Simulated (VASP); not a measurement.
Wanted: the native input for a VASP 6.6.1 run.

| Quantity | Value |
| --- | --- |
| Task | relaxation of cell and atoms |
| Functional | revPBE |
| Dispersion | D3(BJ) |
| Potentials or basis | VASP PAW PBE potentials, release 64 (Ir) |
| Cutoff | 600 eV |
| k mesh | 12 × 12 × 12 |
| Occupations | fermi-dirac, width 0.05 eV |
| Spin | no spin polarisation |
| Dipole correction | no |
| Further INCAR settings | ALGO = Normal; EDIFF = 1e-06; IBRION = 2; EDIFFG = -0.01; NSW = 80; ISIF = 3 |

The structure of Ir lies in POSCAR:

```
Ir
1.0
    0.0000000000      1.9156000000      1.9156000000
    1.9156000000      0.0000000000      1.9156000000
    1.9156000000      1.9156000000      0.0000000000
Ir
1
Direct
    0.0000000000      0.0000000000      0.0000000000
```

The input as run:

INCAR

```
ALGO     = Normal         # electronic algorithm
EDIFF    = 1E-6           # SCF threshold, eV
EDIFFG   = -0.01          # ionic threshold
ENCUT    = 600            # plane-wave cutoff, eV
GGA      = RE             # functional
IBRION   = 2              # ionic algorithm
ISIF     = 3              # what is computed and relaxed
ISMEAR   = -1             # smearing method
IVDW     = 12             # dispersion correction
LASPH    = T              # aspherical terms in the spheres
LCHARG   = F              # write CHGCAR
LREAL    = F              # projectors in reciprocal space
LWAVE    = F              # write WAVECAR
NELM     = 60             # most SCF steps
NSW      = 80             # ionic steps
PREC     = Accurate       # precision mode
SIGMA    = 0.05           # smearing width, eV
```

KPOINTS

```
k-points
0
Gamma
  12 12 12
```

Potentials or basis: VASP PAW PBE potentials, release 64 (Ir).

Run with:

```sh
$ cat potpaw_PBE.64/Ir/POTCAR > POTCAR
$ mpirun -np 1 vasp_std > vasp.out
```

Results of the run:

```
Relaxed volume                         : 14.00 Å³/atom
Relaxed cell                           : a = 2.705 Å, b = 2.705 Å, c = 2.705 Å, α = 60.00°, β = 60.00°, γ = 60.00°
Space group after relaxing (to 0.05 Å) : Fm-3m (No. 225)
Energy gained by relaxing              : 0.3 meV/atom
Ionic steps                            : 3
Pressure after relaxing                : 0.0 GPa
Dispersion energy per atom             : -1.395 eV
```

Caveat: the PAW data sets were made with another functional, which shifts forces and pressure a little; pairwise dispersion overbinds metals, which lowers pressure and volume.

Wall time 22 s on 1 thread of Intel Xeon 6975P-C, on a shared host, peak memory 0.16 GiB.
